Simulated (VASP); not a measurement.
**SnO: relaxation of cell and atoms with PBE**

SnO:

```
Sn O
1.0
     3.81370    0.00000    0.00000
     0.00000    3.81370    0.00000
     0.00000    0.00000    4.88691
Sn O
2 2
Direct
  0.50000 0.00000 0.76463
  0.00000 0.50000 0.23537
  0.00000 0.00000 0.00000
  0.50000 0.50000 0.00000
```

- Program: VASP 6.6.1
- Task: relaxation of cell and atoms
- Functional: PBE
- Potentials or basis: VASP PAW PBE potentials, release 64 (Sn_d, O)
- Cutoff: 600 eV
- k mesh: 7 × 7 × 6
- Occupations: fermi-dirac, width 0.05 eV
- Spin: no spin polarisation
- Target pressure: 2 GPa
- Dipole correction: no
- Further INCAR settings: ALGO = Normal; EDIFF = 1e-06; IBRION = 2; EDIFFG = -0.01; NSW = 60; ISIF = 3

```
Relaxed volume                                             : 17.55 Å³/atom
Relaxed cell                                               : a = 3.840 Å, b = 3.840 Å, c = 4.761 Å, α = 90.00°, β = 90.00°, γ = 90.00°
Space group after relaxing (to 0.1 Å)                      : P4/nmm (No. 129)
Energy change on relaxing (the run minimises the enthalpy) : -1.7 meV/atom
Ionic steps                                                : 10
Pressure after relaxing                                    : 2.0 GPa
Band gap on the k mesh                                     : 0.24 eV (least direct gap 1.96 eV)
```

The path:
| step | energy change (eV) | largest force (eV/Å) | pressure (GPa) | volume (Å³) |
| --- | --- | --- | --- | --- |
| 1 | 0.0000 | 0.4547 | 3.77 | 71.08 |
| 2 | -0.0257 | 0.3058 | -0.20 | 73.11 |
| 3 | -0.0233 | 0.0635 | 1.67 | 72.08 |
| 4 | -0.0219 | 0.0569 | 1.75 | 71.84 |
| 5 | -0.0165 | 0.0359 | 1.86 | 71.10 |
| 6 | 0.0008 | 0.0043 | 2.20 | 69.63 |
| 7 | -0.0072 | 0.0145 | 2.05 | 70.21 |
| 8 | -0.0066 | 0.0122 | 2.07 | 70.16 |
| 9 | -0.0080 | 0.0438 | 1.79 | 70.29 |
| 10 | -0.0069 | 0.0016 | 2.01 | 70.19 |

Final structure:
```yaml
crystal:
  lattice:
    - [3.83962, 0.00000, 0.00000]
    - [0.00000, 3.83962, 0.00000]
    - [0.00000, 0.00000, 4.76073]
  atoms:
    - { symbol: Sn, position: [0.50000, 0.00000, 0.75616] }
    - { symbol: Sn, position: [0.00000, 0.50000, 0.24384] }
    - { symbol: O, position: [0.00000, 0.00000, 0.00000] }
    - { symbol: O, position: [0.50000, 0.50000, 0.00000] }
```

Levels at points of the mesh, in eV from the valence-band top:
```tsv
k point	band 16	band 17	band 18	band 19	band 20	band 21	band 22	band 23	band 24
(0.00, 0.00, 0.00)	-6.06	-3.32	-3.02	-3.02	0.00	2.17	4.52	4.52	4.70
(0.00, 0.00, 0.50)	-3.40	-3.04	-3.04	-3.00	-2.06	1.73	2.82	2.82	3.57
```

It took 7.1 min on 1 thread of Intel(R) Xeon(R) Platinum 8259CL CPU @ 2.50GHz (Skylake/Cascade Lake), with other jobs on the host, peak memory 0.23 GiB.

Caveat: the cell is relaxed towards a set pressure, so the run minimises the enthalpy, not the energy; spin-orbit coupling is left out, which moves the levels of the heavy elements; an odd mesh through Γ misses points on the zone boundary, where band edges can lie.
